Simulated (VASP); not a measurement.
The system is Al4VN2.

```
CELL_PARAMETERS angstrom
3.00000 0.00000 0.00000
-1.50000 2.59808 0.00000
0.00000 0.00000 11.85000
ATOMIC_POSITIONS crystal
Al 0.66667 0.33333 0.20000
Al 0.33333 0.66667 0.80000
Al 0.33333 0.66667 0.39700
Al 0.66667 0.33333 0.60300
V 0.00000 0.00000 0.00000
N 0.66667 0.33333 0.91000
N 0.33333 0.66667 0.09000
```

| Item | Value |
| --- | --- |
| Program | VASP 6.6.1 |
| Task | relaxation of cell and atoms |
| Functional | PBE |
| Potentials or basis | VASP PAW PBE potentials, release 64 (Al, V_sv, N) |
| Cutoff | 600 eV |
| k mesh | 6 × 6 × 2 |
| Occupations | gaussian, width 0.2 eV |
| Spin | collinear spin, ferromagnetic start |
| Starting moments | [0.0, 0.0, 0.0, 0.0, 2.0, 0.0, 0.0] μB |

At the start: pressure -5.9 GPa; volume 13.19 Å³/atom.

Question: How do energy, volume and symmetry change on relaxing?

Answer: Over 15 steps the energy falls by 148.6 meV/atom and the volume is 11.93 Å³/atom (-9.6 %); space group P-3m1 (No. 164, to 0.1 Å) before and after; moment 0.00 μB per cell.

Step by step:
| step | energy change (eV) | largest force (eV/Å) | pressure (GPa) | volume (Å³) |
| --- | --- | --- | --- | --- |
| 1 | 0.0000 | 2.6592 | -5.91 | 92.36 |
| 2 | -0.7800 | 1.4608 | 0.37 | 85.96 |
| 3 | -0.8782 | 0.7206 | 5.05 | 83.14 |
| 4 | -0.9573 | 0.1500 | -2.66 | 86.64 |
| 5 | -0.9700 | 0.2907 | -0.79 | 85.66 |
| 6 | -0.9883 | 0.1854 | -0.61 | 85.21 |
| 7 | -1.0027 | 0.4429 | 0.21 | 84.07 |
| 8 | -1.0039 | 0.3506 | -0.06 | 84.34 |
| 9 | -1.0208 | 0.2719 | 0.31 | 83.88 |
| 10 | -1.0273 | 0.2176 | 1.82 | 82.48 |
| 11 | -1.0350 | 0.1376 | 0.84 | 83.28 |
| 12 | -1.0366 | 0.1011 | 1.37 | 82.84 |
| 13 | -1.0374 | 0.0932 | 1.15 | 83.02 |
| 14 | -1.0273 | 0.1505 | -2.27 | 84.65 |
| 15 | -1.0400 | 0.0209 | 0.01 | 83.53 |

Final structure:
```
Al V N
1.0
     2.88875    0.00000    0.00000
    -1.44437    2.50173    0.00000
     0.00000    0.00000   11.55762
Al V N
4 1 2
Direct
  0.66667 0.33333 0.20860
  0.33333 0.66667 0.79140
  0.33333 0.66667 0.40285
  0.66667 0.33333 0.59715
  0.00000 0.00000 0.00000
  0.66667 0.33333 0.88399
  0.33333 0.66667 0.11601
```

Caveat: the k points lie up to 0.42 Å⁻¹ apart in the final cell.
